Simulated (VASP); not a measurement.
A run of VASP 6.6.1 is set up as follows.

Contents of INCAR:

```
SYSTEM = RbMg
  ALGO = Fast
  EDIFF = 1E-7
  ENCUT = 520
  GGA = PE
  ISIF = 2
  ISMEAR = 0
  LASPH = .TRUE.
  LCHARG = .FALSE.
  LREAL = .FALSE.
  LWAVE = .FALSE.
  NBANDS = 26
  NELM = 60
  PREC = Accurate
  SIGMA = 0.1
```

File KPOINTS:

```
k-points
0
G
  6 6 6
  0 0 0
```

Contents of POSCAR:

```
RbMg
1.0
    9.0950952867      0.0000000000      0.0000000000
   -4.5475476433      7.8765835682      0.0000000000
    0.0000000000      0.0000000000      5.8169130967
Rb Mg
3 3
Direct
    0.5000000000      0.0000000000      0.0000000000
    0.5000000000      0.5000000000      0.0000000000
    0.0000000000      0.5000000000      0.0000000000
    0.0000000000      0.0000000000      0.0000000000
    0.3333333333      0.6666666667      0.5000000000
    0.6666666667      0.3333333333      0.5000000000
```

Potentials or basis: VASP PAW PBE potentials, release 64 (Rb_sv, Mg).

Launch:

```sh
$ cat potpaw_PBE.64/Rb_sv/POTCAR potpaw_PBE.64/Mg/POTCAR > POTCAR
$ mpirun -np 1 vasp_std > vasp.out
```

Q: Predict the band gap on the k mesh.

A: Zero (an odd number of electrons rules out a gap without spin polarisation).

Q: Predict the pressure.

A: 0.0 GPa.
